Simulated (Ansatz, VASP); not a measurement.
# Two plane-wave programs on Te

```
Te
1.0
     4.29663    0.00000    0.00000
    -2.14832    3.72099    0.00000
     0.00000    0.00000    5.90411
Te
3
Cartesian
  -0.9215 3.7210 1.9680
  3.6832 1.0625 3.9361
  1.5349 2.6585 5.9041
```

Alike in both runs: task single point; functional LDA; k mesh 9 × 9 × 6; occupations fermi-dirac, width 0.05 eV; no spin polarisation.

|  | VASP | Ansatz |
| --- | --- | --- |
| version | VASP 6.6.1 | Ansatz 0.2.0 |
| potentials or method | VASP PAW LDA potentials, release 64 (Te), cutoff 520 eV | plane waves (600 eV) with PAW, scalar-relativistic |
| valence electrons in the cell | 18 | 48 |

```csv
,VASP,Ansatz,Ansatz less VASP
pressure (GPa),0.0,-0.1,-0.13
"traceless stress, the component that is largest in VASP (GPa)",0.21,0.14,-0.068
```

Ansatz warns that its potentials were made for another functional, while VASP's fit it. LDA's correlation is that of Perdew and Zunger in VASP and of Perdew and Wang (1992) in Ansatz. VASP's potentials hold 18 valence electrons a cell and Ansatz's 48, so a difference there can come from the potentials and not from the codes.

Neither program's run includes spin-orbit coupling.
